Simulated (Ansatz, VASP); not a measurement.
**BaTiO3: VASP beside Ansatz**

File INCAR:

```
PREC = Accurate
ENCUT = 600
EDIFF = 1E-6
ISMEAR = 0
SIGMA = 0.01
LREAL = F
LASPH = T
NELM = 120
ALGO = Normal
ISIF = 2
LWAVE = F
LCHARG = F
GGA = PS
NBANDS = 28
GGA_COMPAT = F
```

Contents of KPOINTS:

```
Automatic mesh
0
Gamma
  6 6 6
```

Contents of POSCAR:

```
BaTiO3
1.0
    3.9855000000      0.0000000000      0.0000000000
    0.0000000000      2.8369000000     -2.8451500000
    0.0000000000      2.8369000000      2.8451500000
Ba Ti O
1 1 3
Direct
    0.0000000000      0.0000000000      0.0000000000
    0.5000000000      0.4876000000      0.5124000000
    0.0000000000      0.5126000000      0.4874000000
    0.5000000000      0.0081600000      0.5052400000
    0.5000000000      0.4947600000      0.9918400000
```

Input for Ansatz:

```yaml
crystal:
  lattice:
    a: 3.9855
    b: 5.6738
    c: 5.6903
    alpha: 90.0
    beta: 90.0
    gamma: 90.0
  space_group: 38
  setting:
    hermann_mauguin: Amm2
  atoms:
    - { symbol: Ba, position: [0.0, 0.0, 0.0] }
    - { symbol: Ti, position: [0.5, 0.5, 0.0124] }
    - { symbol: O, position: [0.0, 0.5, 0.9874] }
    - { symbol: O, position: [0.5, 0.2567, 0.24854] }
  reduce_to_primitive: true
basis:
  ecutwfc: 450.0
kpoints:
  mp_grid:
    grid: [6, 6, 6]
    shift: [0.0, 0.0, 0.0]
hamiltonian:
  xc: pbesol
scf:
  occupations:
    method: fixed
output:
  stress: true
```

Alike in both runs: task single point; functional PBEsol; k mesh 6 × 6 × 6; no spin polarisation.

|  | VASP | Ansatz |
| --- | --- | --- |
| version | VASP 6.6.1 | Ansatz 0.2.0 |
| potentials or method | VASP PAW PBE potentials, release 64 (Ba_sv, Ti_sv, O), cutoff 600 eV | plane waves, PAW |
| occupations | gaussian, width 0.01 eV | fixed |
| valence electrons in the cell | 40 | 40 |

Ansatz gave:

| Quantity | Value |
| --- | --- |
| pressure (GPa) | -3.9 |
| traceless stress, the component that is largest in VASP (GPa) | -0.37 |

Question: What did VASP give for the same quantities?

Answer: Pressure (GPa): -2.3; traceless stress, the component that is largest in VASP (GPa): -0.37.

VASP's potentials were made for PBE, not for PBEsol.

Neither program's run includes spin-orbit coupling.
